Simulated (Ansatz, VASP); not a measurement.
**Be3ZnSe4: VASP beside Ansatz**

INCAR

```
PREC     = Accurate       # precision mode
ENCUT    = 600            # plane-wave cutoff, eV
EDIFF    = 1E-6           # SCF threshold, eV
ISMEAR   = 0              # smearing method
SIGMA    = 0.01           # smearing width, eV
LREAL    = False          # projectors in reciprocal space
LASPH    = True           # aspherical terms in the spheres
NELM     = 80             # most SCF steps
ALGO     = Normal         # electronic algorithm
ISIF     = 3              # what is computed and relaxed
LWAVE    = False          # write WAVECAR
LCHARG   = False          # write CHGCAR
GGA      = PE             # functional
IBRION   = 2              # ionic algorithm
NSW      = 80             # ionic steps
EDIFFG   = -0.001         # ionic threshold
```

Contents of KPOINTS:

```
regular mesh
0
Gamma
  6 6 6
```

POSCAR

```
Be3ZnSe4
1.0
   -2.6611407435      2.6611407435      5.2987228709
    2.6611407435     -2.6611407435      5.2987228709
    2.6611407435      2.6611407435     -5.2987228709
Be Zn Se
3 1 4
Direct
    0.7500000000      0.2500000000      0.5000000000
    0.2500000000      0.7500000000      0.5000000000
    0.5000000000      0.5000000000      0.0000000000
    0.0000000000      0.0000000000      0.0000000000
    0.3981458419      0.8649631783      0.0000000000
    0.8649631783      0.3981458419      0.0000000000
    0.6018541581      0.6018541581      0.4668173364
    0.1350368217      0.1350368217      0.5331826636
```

Input for Ansatz:

```yaml
crystal:
  lattice:
    - [-2.6611407435, 2.6611407435, 5.2987228709]
    - [2.6611407435, -2.6611407435, 5.2987228709]
    - [2.6611407435, 2.6611407435, -5.2987228709]
  atoms:
    - { symbol: Be, position: [0.75, 0.25, 0.5] }
    - { symbol: Be, position: [0.25, 0.75, 0.5] }
    - { symbol: Be, position: [0.5, 0.5, 0.0] }
    - { symbol: Zn, position: [0.0, 0.0, 0.0] }
    - { symbol: Se, position: [0.3981458419, 0.8649631783, 0.0] }
    - { symbol: Se, position: [0.8649631783, 0.3981458419, 0.0] }
    - { symbol: Se, position: [0.6018541581, 0.6018541581, 0.4668173364] }
    - { symbol: Se, position: [0.1350368217, 0.1350368217, 0.5331826636] }
basis:
  ecutwfc: 420
kpoints:
  mp_grid: { grid: [6, 6, 6] }
hamiltonian:
  xc: pbe
scf:
  occupations: { method: fixed }
output:
  forces: true
  stress: true
  eigenvalues: true
relax:
  adjacent_minimum: "off"
  f_tol: 0.001
  max_steps: 60
  cell: { stress_tol: 0.01 }
```

Alike in both runs: task relaxation of cell and atoms; functional PBE; k mesh 6 × 6 × 6; no spin polarisation.

```csv
,VASP,Ansatz
version,VASP 6.6.1,Ansatz 0.2.0
potentials or method,"VASP PAW PBE potentials, release 64 (Be, Zn, Se), cutoff 600 eV","scalar-relativistic, plane waves, PAW"
occupations,"gaussian, width 0.01 eV",fixed
valence electrons in the cell,42,82
```

VASP gave:

| Quantity | Value |
| --- | --- |
| gap on the k mesh at the Fermi level, each at its own relaxed structure (eV) | 2.73 |
| relaxed volume (Å³/atom) | 18.81 |
| relaxed length of the cell vector where the two differ most in proportion (Å) | 6.505 |

Question: Estimate Ansatz's values.

Answer: gap on the k mesh at the Fermi level, each at its own relaxed structure (eV): 2.73; relaxed volume (Å³/atom): 18.76; relaxed length of the cell vector where the two differ most in proportion (Å): 6.499.

VASP's potentials hold 42 valence electrons a cell and Ansatz's 82, so a difference there can come from the potentials and not from the codes.
